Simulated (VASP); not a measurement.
Wanted: the native input for a VASP 6.6.1 run.

```
Task                   : single point
Functional             : PBE
Potentials or basis    : VASP PAW PBE potentials, release 64 (Al, N)
Cutoff                 : 520 eV
k mesh                 : 12 × 12 × 6
Occupations            : gaussian, width 0.02 eV
Spin                   : no spin polarisation
Dipole correction      : no
Further INCAR settings : ALGO = Normal; EDIFF = 1e-07; NBANDS = 16
```

The structure of AlN lies in POSCAR:

```
AlN
1.0
    3.1302084203      0.0000000000      0.0000000000
   -1.5651042102      2.7108400111      0.0000000000
    0.0000000000      0.0000000000      5.0180433215
Al N
2 2
Direct
    0.6666666667      0.3333333333      0.4992342258
    0.3333333333      0.6666666667      0.9992342258
    0.6666666667      0.3333333333      0.8807657742
    0.3333333333      0.6666666667      0.3807657742
```

The input as run:

INCAR

```
ALGO     = Normal         # electronic algorithm
EDIFF    = 1E-7           # SCF threshold, eV
ENCUT    = 520            # plane-wave cutoff, eV
GGA      = PE             # functional
ISIF     = 2              # what is computed and relaxed
ISMEAR   = 0              # smearing method
LASPH    = T              # aspherical terms in the spheres
LCHARG   = T              # write CHGCAR
LELF     = T              # ELF
LREAL    = F              # projectors in reciprocal space
LVHAR    = T            
LWAVE    = F              # write WAVECAR
NBANDS   = 16             # bands
NELM     = 60             # most SCF steps
PREC     = Accurate       # precision mode
SIGMA    = 0.02           # smearing width, eV
```

KPOINTS

```
k-points
0
Gamma
  12 12 6
```

Potentials or basis: VASP PAW PBE potentials, release 64 (Al, N).

Command:

```sh
$ cat potpaw_PBE.64/Al/POTCAR potpaw_PBE.64/N/POTCAR > POTCAR
$ mpirun -np 1 vasp_std > vasp.out
```

It gave:

```yaml
Pressure: -0.3 GPa
Band_gap_on_the_k_mesh: 4.04 eV, direct
```

Run time: 29 s on 1 thread of Intel Xeon 6975P-C, on a shared host, peak memory 0.18 GiB.
